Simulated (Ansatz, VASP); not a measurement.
# One calculation of Rb, two programs

```
Rb
1.0
    -3.77046    2.88330    2.88330
     2.88330   -3.77046    2.88330
     2.88330    2.88330   -3.77046
Rb
1
Direct
  0.00000 0.00000 0.00000
```

Alike in both runs: task single point; functional PBEsol; k mesh 14 × 14 × 14; occupations gaussian, width 0.15 eV; no spin polarisation.

|  | VASP | Ansatz |
| --- | --- | --- |
| version | VASP 6.6.1 | Ansatz 0.2.0 |
| potentials or method | VASP PAW PBE potentials, release 64 (Rb_sv), cutoff 520 eV | scalar-relativistic, plane waves, PAW |
| valence electrons in the cell | 9 | 9 |

Ansatz gave:

- gap on the k mesh at the Fermi level (eV): none
- pressure (GPa): 0.5
- traceless stress, the component that is largest in VASP (GPa): 1.45

Question: Estimate VASP's values.

Answer: gap on the k mesh at the Fermi level (eV): none; pressure (GPa): 0.6; traceless stress, the component that is largest in VASP (GPa): 1.46.

VASP's potentials were made for PBE, not for PBEsol. A gap of «none» marks a metal or a gap that the smearing closes.
